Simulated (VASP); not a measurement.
# Sc2BP3 (P-6m2) in VASP: notebook, part 2 of 2

VASP 6.6.1. Earlier steps stand in the parts before.

## (4) Relaxation of cell and atoms, PBE

File INCAR:

```
ALGO = Normal
EDIFF = 1E-6
EDIFFG = -0.04
ENCUT = 600
GGA = PE
IBRION = 2
ISIF = 3
ISMEAR = 0
LASPH = True
LCHARG = False
LREAL = False
LWAVE = False
NELM = 60
NSW = 90
PREC = Accurate
SIGMA = 0.1
```

File KPOINTS:

```
k-points
0
Gamma
  6 6 2
```

File POSCAR:

```
Sc2BP3
1.0
    4.1848663800      0.0000000000      0.0000000000
   -2.0924331900      3.6242005900      0.0000000000
    0.0000000000      0.0000000000      7.6622387200
Sc B P
2 1 3
Direct
    0.6666666700      0.3333333300      0.5000000000
    0.3333333300      0.6666666700      0.0000000000
    0.3333333300      0.6666666700      0.5000000000
    0.3333333300      0.6666666700      0.2910629900
    0.3333333300      0.6666666700      0.7089370100
    0.6666666700      0.3333333300      0.0000000000
```

Potentials or basis: VASP PAW PBE potentials, release 64 (Sc_sv, B, P).

Command:

```console
$ cat potpaw_PBE.64/Sc_sv/POTCAR potpaw_PBE.64/B/POTCAR potpaw_PBE.64/P/POTCAR > POTCAR
$ mpirun -np 1 vasp_std > vasp.out
```

OUTCAR:

```text
EDIFF = 1E-6
   EDIFFG = -0.04
   ENCUT = 600
   GGA = PE
   IBRION = 2
   ISIF = 3
   ISMEAR = 0
   LASPH = True
   LREAL = False
   NELM = 60
   NSW = 90
   PREC = Accurate

 ion  position               nearest neighbor table
   1  0.667  0.333  0.500-   3 2.42   3 2.42   3 2.42   4 2.90   5 2.90   4 2.90   5 2.90   5 2.90
                             4 2.90
   2  0.333  0.667  0.000-   4 2.23   5 2.23   6 2.42   6 2.42   6 2.42
   3  0.333  0.667  0.500-   4 1.60   5 1.60   1 2.42   1 2.42   1 2.42
   4  0.333  0.667  0.291-   3 1.60   2 2.23   1 2.90   1 2.90   1 2.90
   5  0.333  0.667  0.709-   3 1.60   2 2.23   1 2.90   1 2.90   1 2.90
   6  0.667  0.333  0.000-   2 2.42   2 2.42   2 2.42

  LATTYP: Found a hexagonal cell.
 ALAT       =     4.1848663800
 C/A-ratio  =     1.8309398734

  Lattice vectors:

 A1 = (   4.1848663800,   0.0000000000,   0.0000000000)
 A2 = (  -2.0924331900,   3.6242005900,   0.0000000000)
[... 677 lines left out ...]

[... ionic steps 4 to 9 ...]

--------------------------------------- Ionic step       10  -------------------------------------------

 number of electron      40.0000006 magnetization

------------------------ aborting loop because EDIFF is reached ----------------------------------------
[... 75 lines left out ...]
--------------------------------------- Ionic step       12  -------------------------------------------

 number of electron      40.0000006 magnetization

 Free energy of the ion-electron system (eV)
  ---------------------------------------------------
  ext. energy  EPLUGINS =         0.00000000
  ---------------------------------------------------
  free energy    TOTEN  =       -37.15686056 eV

  energy without entropy =      -37.13284142  energy(sigma->0) =      -37.14485099

 E-fermi :   3.1188     XC(G=0):  -8.8144

 val. band max:        3.1142018369   @ k =   0.5000  -0.0000   0.0000
 cond. band min:       3.1283475865   @ k =   0.3333   0.1667   0.0000
 fundamental gap:      0.0141457495
 Fermi energy:         3.1187552037

 k-point     1 :       0.0000    0.0000    0.0000
  band No.  band energies     occupation
      1     -47.4553      2.00000
      2     -45.9874      2.00000
      3     -26.0979      2.00000
      4     -26.0979      2.00000
      5     -25.9813      2.00000
      6     -24.7805      2.00000
[... 400 lines left out ...]
  FREE ENERGIE OF THE ION-ELECTRON SYSTEM (eV)
  ---------------------------------------------------
  free  energy   TOTEN  =       -37.1568605632 eV

  energy  without entropy=      -37.1328414182  energy(sigma->0) =      -37.14485099

 reached required accuracy - stopping structural energy minimisation
```

OSZICAR:

```text
N       E                     dE             d eps       ncg     rms          rms(c)
DAV:   1     0.614455195076E+03    0.61446E+03   -0.19596E+04   672   0.178E+03
DAV:   2     0.371207760871E+02   -0.57733E+03   -0.57300E+03   912   0.612E+02
DAV:   3    -0.394316930909E+02   -0.76552E+02   -0.75825E+02  1136   0.226E+02
DAV:   4    -0.427610148487E+02   -0.33293E+01   -0.32998E+01  1072   0.424E+01
[... 133 lines left out ...]
DAV:   4    -0.371569084772E+02    0.38402E-03   -0.16923E-03  1008   0.342E-01    0.486E-02
DAV:   5    -0.371568712387E+02    0.37238E-04   -0.12784E-04  1016   0.991E-02    0.254E-02
DAV:   6    -0.371568634924E+02    0.77463E-05   -0.15486E-05   976   0.269E-02    0.105E-02
DAV:   7    -0.371568604797E+02    0.30127E-05   -0.29296E-06   736   0.147E-02    0.197E-03
DAV:   8    -0.371568605632E+02   -0.83513E-07   -0.47396E-07   536   0.949E-03
  12 F= -.37156861E+02 E0= -.37144851E+02  d E =-.160109E-02
```

CONTCAR:

```text
Sc2BP3
   1.00000000000000
     4.2585471318281316   -0.0000000000000000    0.0000000000000000
    -2.1292735659140658    3.6880099925136780   -0.0000000000000000
    -0.0000000000000000   -0.0000000000000000    8.9297136623695472
  Sc              B               P
     2     1     3
Direct
     0.6666666699999979    0.3333333300000021    0.5000000000000000
     0.3333333300000021    0.6666666699999979    0.0000000000000000
     0.3333333300000021    0.6666666699999979    0.5000000000000000
     0.3333333300000021    0.6666666699999979    0.3044956446695044
     0.3333333300000021    0.6666666699999979    0.6955043553304957
     0.6666666699999979    0.3333333300000021    0.0000000000000000

  0.00000000E+00  0.00000000E+00  0.00000000E+00
  0.00000000E+00  0.00000000E+00  0.00000000E+00
  0.00000000E+00  0.00000000E+00  0.00000000E+00
  0.00000000E+00  0.00000000E+00  0.00000000E+00
  0.00000000E+00  0.00000000E+00  0.00000000E+00
  0.00000000E+00  0.00000000E+00  0.00000000E+00
```

It took 16 min on 1 thread of Oxide Virtual Turin-like, shared host; peak memory 0.28 GiB.

What came out:

| Property | Result |
| --- | --- |
| Free energy | -37.1569 eV |
| Relaxed volume | 23.37 Å³/atom |
| Relaxed cell | a = 4.259 Å, b = 4.259 Å, c = 8.930 Å, α = 90.00°, β = 90.00°, γ = 120.00° |
| Space group after relaxing (to 0.1 Å) | P-6m2 (No. 187) |
| Energy gained by relaxing | 381.2 meV/atom |
| Ionic steps | 12 |
| Pressure after relaxing | 0.1 GPa |
| Largest force after relaxing | 0.031 eV/Å |
| Band gap on the k mesh | zero (bands 20 and 21 overlap by 0.25 eV) |

Forces in eV/Å, atoms in the order of the input:
```
Sc   0.000  0.000  0.000
Sc   0.000  0.000  0.000
B    0.000  0.000  0.000
P    0.000  0.000  0.031
P    0.000  0.000 -0.031
P    0.000  0.000  0.000
```

Step by step:
```csv
step,energy change (eV),largest force (eV/Å),pressure (GPa),volume (Å³)
1,0.0000,2.3676,20.51,116.21
2,1.1959,3.9952,-8.39,160.04
3,-1.6663,3.5436,0.87,132.07
4,-1.6849,3.3564,1.79,130.86
5,-1.6878,3.2558,2.28,130.25
6,-2.2452,0.7165,-0.26,139.16
7,-2.2711,0.0506,-0.53,141.60
8,-2.2713,0.0143,-0.54,141.83
9,-2.2857,0.2214,-0.28,140.78
10,-2.2857,0.2277,-0.27,140.75
11,-2.2855,0.1846,0.56,139.71
12,-2.2873,0.0306,0.13,140.25
```

Final structure:
```
CELL_PARAMETERS angstrom
4.25855 0.00000 0.00000
-2.12927 3.68801 0.00000
0.00000 0.00000 8.92971
ATOMIC_POSITIONS crystal
Sc 0.66667 0.33333 0.50000
Sc 0.33333 0.66667 0.00000
B 0.33333 0.66667 0.50000
P 0.33333 0.66667 0.30450
P 0.33333 0.66667 0.69550
P 0.66667 0.33333 0.00000
```

Caveat: the k points lie up to 0.35 Å⁻¹ apart in the final cell; the volume moved by over 15 % at a fixed basis, so the end points are rough; semilocal functionals underestimate gaps, and a narrow one can read as zero.

## (5) Overview

| task | cell | cutoff (eV) | gap on the mesh (eV) | pressure (GPa) | largest force (eV/Å) |
| --- | --- | --- | --- | --- | --- |
| single point | a = 4.185, b = 4.185, c = 7.662 Å, angles 90.0, 90.0, 120.0°, 6 atoms, atomic positions A | 520 | none | 20.5 | 2.37 |
| single point | a = 4.258, b = 4.258, c = 8.947 Å, angles 90.0, 90.0, 120.0°, 6 atoms, atomic positions B | 520 | none | 0.0 | 0.04 |
| relaxation of cell and atoms | relaxed from a = 4.185, b = 4.185, c = 7.662 Å, angles 90.0, 90.0, 120.0°, 6 atoms, atomic positions A | 600 | none | 0.1 | 0.03 |

Alike in all rows: level PBE; potentials or basis VASP PAW PBE potentials, release 64 (Sc_sv, B, P); no spin polarisation; k mesh 6 × 6 × 2; smearing gaussian 0.1 eV.

Caveats: some runs use coarse meshes; semilocal functionals underestimate gaps, and a narrow one can read as zero (at least some runs); forces of over 1 eV/Å act on the atoms, so gaps and moduli don't describe the material at rest (at least some runs); the volume moved by over 15 % at a fixed basis, so the end points are rough (at least some runs).

Absolute energies hang on the potentials; compare differences alone.

The gap in the log of VASP goes by the Fermi energy; the results here count the filled bands.